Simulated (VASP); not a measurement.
**Ti: single point with LDA**

Crystal: Ti.

```
Ti
1.0
    -1.65725    1.65725    1.65725
     1.65725   -1.65725    1.65725
     1.65725    1.65725   -1.65725
Ti
1
Cartesian
  0.0000 0.0000 0.0000
```

```yaml
Program: VASP 6.6.1
Task: single point
Functional: LDA
Potentials_or_basis: VASP PAW LDA potentials, release 64 (Ti_sv)
Cutoff: 520 eV
k_mesh: 12 × 12 × 12
Occupations: fermi-dirac, width 0.1 eV
Spin: no spin polarisation
```

- Pressure: -12.8 GPa
- Band gap on the k mesh: zero (band 6 reaches 8.27 eV, above the bottom of band 7 at 6.79 eV)

Levels at points of the mesh, in eV from the Fermi level:
```tsv
k point	band 3	band 4	band 5	band 6	band 7	band 8	band 9	band 10
(0.00, 0.00, 0.00)	-32.20	-32.20	-5.77	0.91	0.91	0.91	2.58	2.58
(0.50, 0.00, 0.00)	-32.39	-32.20	-2.34	-0.39	1.11	2.55	2.89	4.01
(0.50, 0.50, 0.50)	-32.61	-32.61	-1.95	-1.95	3.68	3.68	3.68	8.02
```

Wall time 23 s on 1 thread of Intel Xeon 8259CL, on a shared host, peak memory 0.13 GiB.
